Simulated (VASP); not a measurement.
Input of a VASP 6.6.1 run:

INCAR

```
PREC = Accurate ; ENCUT = 520
EDIFF = 1E-8 ; ISMEAR = 0
SIGMA = 0.01 ; LREAL = False
LASPH = True ; NELM = 80
ALGO = Normal ; ISIF = 2
LWAVE = False ; LCHARG = False
GGA = PS ; LEPSILON = True
```

The input KPOINTS:

```
regular mesh
0
Gamma
  8 8 8
```

File POSCAR:

```
NaCl
1.0
    0.0000000000      2.7940632177      2.7940632177
    2.7940632177      0.0000000000      2.7940632177
    2.7940632177      2.7940632177      0.0000000000
Cl Na
1 1
Direct
    0.5000000000      0.5000000000      0.5000000000
    0.0000000000      0.0000000000      0.0000000000
```

Potentials or basis: VASP PAW PBE potentials, release 64 (Cl, Na_pv).

The run is started by

```sh
$ cat potpaw_PBE.64/Cl/POTCAR potpaw_PBE.64/Na_pv/POTCAR > POTCAR
$ mpirun -np 1 vasp_std > vasp.out
```

Question: What does it give for the electronic dielectric tensor (diagonal)?

Answer: 2.57.

Question: What does it give for the Born charges (mean of the diagonal)?

Answer: Cl -1.09; Na +1.09 e.

Question: Predict the band gap on the k mesh.

Answer: 5.04 eV, direct.

Born effective charge tensors (e):
atom 1, Cl
```
-1.09  0.00  0.00
 0.00 -1.09  0.00
 0.00  0.00 -1.09
```
atom 2, Na
```
1.09 0.00 0.00
0.00 1.09 0.00
0.00 0.00 1.09
```

 A hybrid or GW would open this gap; PBEsol tends to underestimate it.
